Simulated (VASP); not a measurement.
# SnO2 (Cassiterite) (P4_2/mnm) in VASP: further runs, part 2 of 2

VASP 6.6.1. Earlier steps stand in the parts before.

## Step 3: Single point, PBE (volume scaled by 0.98, then relaxed in part)

INCAR reads:

```
PREC     = Accurate       # precision mode
ENCUT    = 520            # plane-wave cutoff, eV
EDIFF    = 1E-6           # SCF threshold, eV
ISMEAR   = -1             # smearing method
SIGMA    = 0.02           # smearing width, eV
LREAL    = F              # projectors in reciprocal space
LASPH    = T              # aspherical terms in the spheres
NELM     = 80             # most SCF steps
ALGO     = Normal         # electronic algorithm
ISIF     = 2              # what is computed and relaxed
LWAVE    = F              # write WAVECAR
LCHARG   = F              # write CHGCAR
GGA      = PE             # functional
NBANDS   = 35             # bands
```

KPOINTS reads:

```
Automatic mesh
0
Gamma
  7 7 9
```

POSCAR reads:

```
SnO2
1.0
    4.7062003841      0.0000000000      0.0000000000
    0.0000000000      4.7062003841      0.0000000000
    0.0000000000      0.0000000000      3.1651134496
Sn O
2 4
Direct
    0.0000000000      0.0000000000      0.0000000000
    0.5000000000      0.5000000000      0.5000000000
    0.3051057208      0.3051057208      0.0000000000
    0.1948942792      0.8051057208      0.5000000000
    0.6948942792      0.6948942792      0.0000000000
    0.8051057208      0.1948942792      0.5000000000
```

Potentials or basis: VASP PAW PBE potentials, release 64 (Sn_d, O).

Run with:

```bash
cat potpaw_PBE.64/Sn_d/POTCAR potpaw_PBE.64/O/POTCAR > POTCAR
mpirun -np 1 vasp_std > vasp.out
```

OUTCAR:

```text
PREC = Accurate
   ENCUT = 520
   EDIFF = 1E-6
   ISMEAR = -1
   LREAL = F
   LASPH = T
   NELM = 80
   ISIF = 2
   GGA = PE

 ion  position               nearest neighbor table
   1  0.000  0.000  0.000-   3 2.03   5 2.03   4 2.05   6 2.05   4 2.05   6 2.05   2 3.68   2 3.68
                             2 3.68   2 3.68   2 3.68   2 3.68   2 3.68   2 3.68
   2  0.500  0.500  0.500-   4 2.03   6 2.03   5 2.05   3 2.05   3 2.05   5 2.05   1 3.68   1 3.68
                             1 3.68   1 3.68   1 3.68   1 3.68   1 3.68   1 3.68
   3  0.305  0.305  0.000-   1 2.03   2 2.05   2 2.05
   4  0.195  0.805  0.500-   2 2.03   1 2.05   1 2.05
   5  0.695  0.695  0.000-   1 2.03   2 2.05   2 2.05
   6  0.805  0.195  0.500-   2 2.03   1 2.05   1 2.05

  LATTYP: Found a simple tetragonal cell.
 ALAT       =     4.7062003841
 C/A-ratio  =     0.6725411566

  Lattice vectors:

 A1 = (   4.7062003841,   0.0000000000,   0.0000000000)
 A2 = (   0.0000000000,   4.7062003841,   0.0000000000)
 A3 = (   0.0000000000,   0.0000000000,   3.1651134496)

Analysis of symmetry for initial positions (statically):
[... 180 lines left out ...]

  energy without entropy =      -37.04112333  energy(sigma->0) =      -37.04112333

 E-fermi :   6.7695     XC(G=0): -11.3686

 val. band max:        6.3899258475   @ k =   0.0000   0.0000   0.0000
 cond. band min:       7.8582211813   @ k =   0.0000   0.0000   0.0000
 fundamental gap:      1.4682953337
 Fermi energy:         6.7694965940

 k-point     1 :       0.0000    0.0000    0.0000
  band No.  band energies     occupation
      1     -14.7667      2.00000
      2     -13.9151      2.00000
      3     -13.6263      2.00000
      4     -13.5979      2.00000
      5     -13.5979      2.00000
      6     -13.5446      2.00000
[... 901 lines left out ...]
     34      18.9672      0.00000
     35      19.0569      0.00000

 [... further k-points ...]
[... 5 lines left out ...]
  --------------------------------------------------------------------------------------
  -------------------------------------------------------------------------------------
  Total        6.5872564      6.5872564      8.2001476      0.0000000      0.0000000      0.0000000
  in kB      150.5514846    150.5514846    187.4140489      0.0000000      0.0000000      0.0000000
  external PRESSURE =     162.8390060 kB  Pullay stress =       0.0000000 kB

 VOLUME and BASIS-vectors are now :
 -----------------------------------------------------------------------------
  energy-cutoff  :      520.00
  volume of cell :       70.10
      direct lattice vectors                 reciprocal lattice vectors
     4.706200384  0.000000000  0.000000000     0.212485640  0.000000000  0.000000000
     0.000000000  4.706200384  0.000000000     0.000000000  0.212485640  0.000000000
     0.000000000  0.000000000  3.165113450     0.000000000  0.000000000  0.315944441

 POSITION                                       TOTAL-FORCE (eV/Angst)
 -----------------------------------------------------------------------------------
      0.00000      0.00000      0.00000         0.000000     -0.000000      0.000000
      2.35310      2.35310      1.58256         0.000000     -0.000000      0.000000
      1.43589      1.43589      0.00000        -0.024579     -0.024579     -0.000000
      0.91721      3.78899      1.58256         0.024579     -0.024579      0.000000
      3.27031      3.27031      0.00000         0.024579      0.024579      0.000000
      3.78899      0.91721      1.58256        -0.024579      0.024579      0.000000
 -----------------------------------------------------------------------------------
    total drift:                                0.000000      0.000000      0.000000

  FREE ENERGIE OF THE ION-ELECTRON SYSTEM (eV)
  ---------------------------------------------------
  free  energy   TOTEN  =       -37.0411233294 eV

  energy  without entropy=      -37.0411233294  energy(sigma->0) =      -37.04112333
```

It took 34 s on 1 thread of Intel Xeon 6975P-C (Granite Rapids), shared host; peak memory 0.23 GiB.

Results:

- Free energy: -37.0411 eV
- Pressure: 16.3 GPa
- Largest force: 0.035 eV/Å
- Band gap on the k mesh: 1.47 eV, direct

Forces in eV/Å, atoms in the order of the input:
```
Sn   0.000  0.000  0.000
Sn   0.000  0.000  0.000
O   -0.025 -0.025  0.000
O    0.025 -0.025  0.000
O    0.025  0.025  0.000
O   -0.025  0.025  0.000
```

Caveat: the cell differs from its parent crystal (volume scaled by 0.98, then relaxed in part); spin-orbit coupling is left out, which moves the levels of the heavy elements.

## Step 4: Single point, PBE (z stretched by -2 %, then relaxed in part)

INCAR reads:

```
SYSTEM = SnO2
PREC = Accurate ; ENCUT = 520
EDIFF = 1E-7 ; ISMEAR = -1
SIGMA = 0.02 ; LREAL = .False.
LASPH = .True. ; NELM = 80
ALGO = Normal ; ISIF = 2
LWAVE = .False. ; LCHARG = .True.
GGA = PE ; LELF = .True.
LVHAR = .True. ; NBANDS = 35
```

KPOINTS reads:

```
regular mesh
0
Gamma
  7 7 9
  0 0 0
```

POSCAR reads:

```
SnO2
1.0
    4.7380000000      0.0000000000      0.0000000000
    0.0000000000      4.7380000000      0.0000000000
    0.0000000000      0.0000000000      3.1227700000
Sn O
2 4
Direct
    0.0000000000      0.0000000000      0.0000000000
    0.5000000000      0.5000000000      0.5000000000
    0.3043015994      0.3043015994      0.0000000000
    0.1956984006      0.8043015994      0.5000000000
    0.6956984006      0.6956984006      0.0000000000
    0.8043015994      0.1956984006      0.5000000000
```

Run with:

```bash
cat potpaw_PBE.64/Sn_d/POTCAR potpaw_PBE.64/O/POTCAR > POTCAR
mpirun -np 1 vasp_std > vasp.out
```

It took 43 s on 1 thread of Intel Xeon 6975P-C (Granite Rapids), shared host; peak memory 0.23 GiB.

The run converged. Its results:

- Free energy: -37.0062 eV
- Pressure: 17.0 GPa
- Largest force: 0.021 eV/Å
- Band gap on the k mesh: 1.51 eV, direct

Forces in eV/Å, atoms in the order of the input:
```
Sn   0.000  0.000  0.000
Sn   0.000  0.000  0.000
O   -0.015 -0.015  0.000
O    0.015 -0.015  0.000
O    0.015  0.015  0.000
O   -0.015  0.015  0.000
```

Stress tensor (GPa, compression positive):
```
14.21  0.00  0.00
 0.00 14.21  0.00
 0.00  0.00 22.64
```

Levels at points of the mesh, in eV from the valence-band top:
| k point | band 24 | band 25 | band 26 | band 27 | band 28 | band 29 |
| --- | --- | --- | --- | --- | --- | --- |
| (0.00, 0.00, 0.00) | -0.84 | -0.84 | 0.00 | 1.51 | 6.57 | 6.57 |

Caveat: the cell differs from its parent crystal (z stretched by -2 %, then relaxed in part); spin-orbit coupling is left out, which moves the levels of the heavy elements.

## Step 5: Single point, PBE (z stretched by -1 %, then relaxed in part)

INCAR reads:

```
ALGO     = Normal         # electronic algorithm
EDIFF    = 1E-6           # SCF threshold, eV
ENCUT    = 520            # plane-wave cutoff, eV
GGA      = PE             # functional
ISIF     = 2              # what is computed and relaxed
ISMEAR   = -1             # smearing method
LASPH    = T              # aspherical terms in the spheres
LCHARG   = F              # write CHGCAR
LREAL    = F              # projectors in reciprocal space
LWAVE    = F              # write WAVECAR
NBANDS   = 35             # bands
NELM     = 80             # most SCF steps
PREC     = Accurate       # precision mode
SIGMA    = 0.02           # smearing width, eV
```

KPOINTS reads:

```
k-points
0
Gamma
  7 7 9
```

POSCAR reads:

```
SnO2
1.0
    4.7380000000      0.0000000000      0.0000000000
    0.0000000000      4.7380000000      0.0000000000
    0.0000000000      0.0000000000      3.1546350000
Sn O
2 4
Direct
    0.0000000000      0.0000000000      0.0000000000
    0.5000000000      0.5000000000      0.5000000000
    0.3050208756      0.3050208756      0.0000000000
    0.1949791244      0.8050208756      0.5000000000
    0.6949791244      0.6949791244      0.0000000000
    0.8050208756      0.1949791244      0.5000000000
```

Run with:

```bash
cat potpaw_PBE.64/Sn_d/POTCAR potpaw_PBE.64/O/POTCAR > POTCAR
mpirun -np 1 vasp_std > vasp.out
```

Run time: 35 s. Hardware: 1 thread of Intel Xeon 6975P-C (Granite Rapids), shared host; peak memory 0.23 GiB.

Results (log left out):

```yaml
Free_energy: -37.0969 eV
Pressure: 14.1 GPa
Largest_force: 0.042 eV/Å
Band_gap_on_the_k_mesh: 1.38 eV, direct
```

Forces on the atoms (eV/Å):
```
Sn   0.000  0.000  0.000
Sn   0.000  0.000  0.000
O   -0.030 -0.030  0.000
O    0.030 -0.030  0.000
O    0.030  0.030  0.000
O   -0.030  0.030  0.000
```

Stress tensor (GPa, compression positive):
```
12.32  0.00  0.00
 0.00 12.32  0.00
 0.00  0.00 17.79
```

Levels at points of the mesh, in eV from the valence-band top:
| k point | band 22 | band 23 | band 24 | band 25 | band 26 | band 27 | band 28 | band 29 | band 30 | band 31 |
| --- | --- | --- | --- | --- | --- | --- | --- | --- | --- | --- |
| (0.00, 0.00, 0.00) | -1.21 | -1.21 | -0.81 | -0.81 | 0.00 | 1.38 | 6.41 | 6.45 | 6.45 | 10.43 |

Caveat: the cell differs from its parent crystal (z stretched by -1 %, then relaxed in part); spin-orbit coupling is left out, which moves the levels of the heavy elements.

## Step 6: Single point, PBE

This run uses another cell than the first one, of 11.92 Å³/atom, 1.031 times its volume.

INCAR reads:

```
PREC = Accurate
ENCUT = 520
EDIFF = 1E-7
ISMEAR = -1
SIGMA = 0.02
LREAL = False
LASPH = True
NELM = 80
ALGO = Normal
ISIF = 2
LWAVE = False
LCHARG = False
GGA = PE
NBANDS = 35
```

KPOINTS reads:

```
Automatic mesh
0
Gamma
  7 7 9
```

POSCAR reads:

```
SnO2
1.0
    4.7380000000      0.0000000000      0.0000000000
    0.0000000000      4.7380000000      0.0000000000
    0.0000000000      0.0000000000      3.1865000000
Sn O
2 4
Direct
    0.0000000000      0.0000000000      0.0000000000
    0.5000000000      0.5000000000      0.5000000000
    0.3053957314      0.3053957314      0.0000000000
    0.1946042686      0.8053957314      0.5000000000
    0.6946042686      0.6946042686      0.0000000000
    0.8053957314      0.1946042686      0.5000000000
```

Potentials or basis: VASP PAW PBE potentials, release 64 (Sn_d, O).

Run with:

```bash
cat potpaw_PBE.64/Sn_d/POTCAR potpaw_PBE.64/O/POTCAR > POTCAR
mpirun -np 1 vasp_std > vasp.out
```

It took 38 s on 1 thread of Intel Xeon 6975P-C (Granite Rapids), shared host; peak memory 0.23 GiB.

The run converged. Its results:

- Free energy: -37.1666 eV
- Pressure: 11.4 GPa
- Largest force: 0.015 eV/Å
- Band gap on the k mesh: 1.24 eV, direct

Forces in eV/Å, atoms in the order of the input:
```
Sn   0.000  0.000  0.000
Sn   0.000  0.000  0.000
O   -0.011 -0.011  0.000
O    0.011 -0.011  0.000
O    0.011  0.011  0.000
O   -0.011  0.011  0.000
```

Stress tensor (GPa, compression positive):
```
10.57  0.00  0.00
 0.00 10.57  0.00
 0.00  0.00 13.11
```

Levels at points of the mesh, in eV from the valence-band top:
| k point | band 22 | band 23 | band 24 | band 25 | band 26 | band 27 | band 28 | band 29 | band 30 | band 31 |
| --- | --- | --- | --- | --- | --- | --- | --- | --- | --- | --- |
| (0.00, 0.00, 0.00) | -1.24 | -1.24 | -0.79 | -0.79 | 0.00 | 1.24 | 6.21 | 6.32 | 6.32 | 10.43 |

Caveat: spin-orbit coupling is left out, which moves the levels of the heavy elements.

## Step 7: Summary

```csv
cell,gap on the mesh (eV),pressure (GPa),largest force (eV/Å)
"a = 4.738, b = 4.738, c = 3.091 Å, 6 atoms",1.64,20.0,0.02
"a = 4.706, b = 4.706, c = 3.165 Å, 6 atoms",1.47,16.3,0.03
"a = 4.738, b = 4.738, c = 3.123 Å, 6 atoms",1.51,17.0,0.02
"a = 4.738, b = 4.738, c = 3.155 Å, 6 atoms",1.38,14.1,0.04
"a = 4.738, b = 4.738, c = 3.187 Å, 6 atoms",1.24,11.4,0.01
```

Alike in all rows: task single point; level PBE; potentials or basis VASP PAW PBE potentials, release 64 (Sn_d, O); no spin polarisation; k mesh 7 × 7 × 9; cutoff (eV) 520; smearing fermi-dirac 0.02 eV.

Caveats: spin-orbit coupling is left out, which moves the levels of the heavy elements.

Absolute energies hang on the potentials; compare differences alone.
